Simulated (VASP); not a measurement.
CdSe (Cadmoselite): single point with PBE exchange alone

The system is CdSe (Cadmoselite).

```
Cd Se
1.0
     4.24188    0.00000    0.00000
    -2.12094    3.67358    0.00000
     0.00000    0.00000    6.92512
Cd Se
2 2
Direct
  0.66667 0.33333 0.50000
  0.33333 0.66667 0.00000
  0.66667 0.33333 0.88500
  0.33333 0.66667 0.38500
```

```
Program                : VASP 6.6.1
Task                   : single point
Functional             : PBE exchange alone
Potentials or basis    : VASP PAW PBE potentials, release 64 (Cd, Se)
Cutoff                 : 520 eV
k mesh                 : 7 × 7 × 4
Occupations            : fermi-dirac, width 0.05 eV
Spin                   : no spin polarisation
Dipole correction      : no
Further INCAR settings : ALGO = Normal; EDIFF = 1e-06; NBANDS = 26
```

The pressure is 14.6 GPa, the largest force is 0.388 eV/Å and the band gap on the k mesh is 0.76 eV, direct.

Forces in eV/Å, atoms in the order of the input:
```
Cd   0.000  0.000  0.388
Cd   0.000  0.000  0.388
Se   0.000  0.000 -0.388
Se   0.000  0.000 -0.388
```

Stress tensor (GPa, compression positive):
```
15.63  0.00  0.00
 0.00 15.63  0.00
 0.00  0.00 12.56
```

Levels at points of the mesh, in eV from the valence-band top:
```csv
k point,band 14,band 15,band 16,band 17,band 18,band 19,band 20,band 21,band 22,band 23
"(0.00, 0.00, 0.00)",-0.77,-0.77,-0.03,0.00,0.00,0.76,2.14,5.86,5.86,6.13
"(0.00, 0.00, 0.50)",-2.68,-0.40,-0.40,-0.40,-0.40,2.38,2.38,5.93,5.93,6.26
```

Run time: 27 s on 1 thread of Intel(R) Xeon(R) 6975P-C (Granite Rapids), with other jobs on the host, peak memory 0.24 GiB.
